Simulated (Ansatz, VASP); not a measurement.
## One calculation of GaO, two programs

The input INCAR:

```
ALGO     = Normal         # electronic algorithm
EDIFF    = 1E-6           # SCF threshold, eV
EDIFFG   = -0.01          # ionic threshold
ENCUT    = 600            # plane-wave cutoff, eV
GGA      = PS             # functional
IBRION   = 2              # ionic algorithm
ISIF     = 3              # what is computed and relaxed
ISMEAR   = 0              # smearing method
LASPH    = True           # aspherical terms in the spheres
LCHARG   = False          # write CHGCAR
LREAL    = False          # projectors in reciprocal space
LWAVE    = False          # write WAVECAR
NELM     = 100            # most SCF steps
NSW      = 80             # ionic steps
PREC     = Accurate       # precision mode
SIGMA    = 0.1            # smearing width, eV
```

File KPOINTS:

```
k-points
0
Gamma
  6 6 10
```

File POSCAR:

```
GaO
1.0
    5.7316377976      0.0000000000      0.0000000000
    0.0000000000      5.7316377976      0.0000000000
    0.0000000000      0.0000000000      3.4502341405
Ga O
4 4
Direct
    0.1853976320      0.1853976320      0.5000000000
    0.8146023680      0.8146023680      0.5000000000
    0.6853976320      0.3146023680      0.0000000000
    0.3146023680      0.6853976320      0.0000000000
    0.8224636265      0.1775363735      0.5000000000
    0.1775363735      0.8224636265      0.5000000000
    0.6775363735      0.6775363735      0.0000000000
    0.3224636265      0.3224636265      0.0000000000
```

Input for Ansatz:

```yaml
crystal:
  lattice:
    - [5.7316377976, 0.0, 0.0]
    - [0.0, 5.7316377976, 0.0]
    - [0.0, 0.0, 3.4502341405]
  atoms:
    - { symbol: Ga, position: [0.185397632, 0.185397632, 0.5] }
    - { symbol: Ga, position: [0.814602368, 0.814602368, 0.5] }
    - { symbol: Ga, position: [0.685397632, 0.314602368, 0.0] }
    - { symbol: Ga, position: [0.314602368, 0.685397632, 0.0] }
    - { symbol: O, position: [0.8224636265, 0.1775363735, 0.5] }
    - { symbol: O, position: [0.1775363735, 0.8224636265, 0.5] }
    - { symbol: O, position: [0.6775363735, 0.6775363735, 0.0] }
    - { symbol: O, position: [0.3224636265, 0.3224636265, 0.0] }
basis:
  ecutwfc: 420
kpoints:
  mp_grid: { grid: [6, 6, 10] }
hamiltonian:
  xc: pbesol
scf:
  occupations: { method: gaussian, width: 0.1 }
output:
  forces: true
  stress: true
  eigenvalues: true
relax:
  adjacent_minimum: "off"
  f_tol: 0.01
  max_steps: 60
  cell: { stress_tol: 0.1 }
```

Alike in both runs: task relaxation of cell and atoms; functional PBEsol; k mesh 6 × 6 × 10; occupations gaussian, width 0.1 eV; no spin polarisation.

```csv
,VASP,Ansatz
version,VASP 6.6.1,Ansatz 0.2.0
potentials or method,"VASP PAW PBE potentials, release 64 (Ga_d, O), cutoff 600 eV","scalar-relativistic, plane waves, PAW"
valence electrons in the cell,76,76
```

```csv
,VASP,Ansatz,Ansatz less VASP
"gap on the k mesh at the Fermi level, each at its own relaxed structure (eV)",none,none,-
relaxed volume (Å³/atom),14.21,14.20,-0.014
relaxed cell length with the largest relative difference (Å),3.454,3.438,-0.0161
```

VASP's potentials were made for PBE, not for PBEsol. A gap of «none» marks a metal or a gap that the smearing closes.
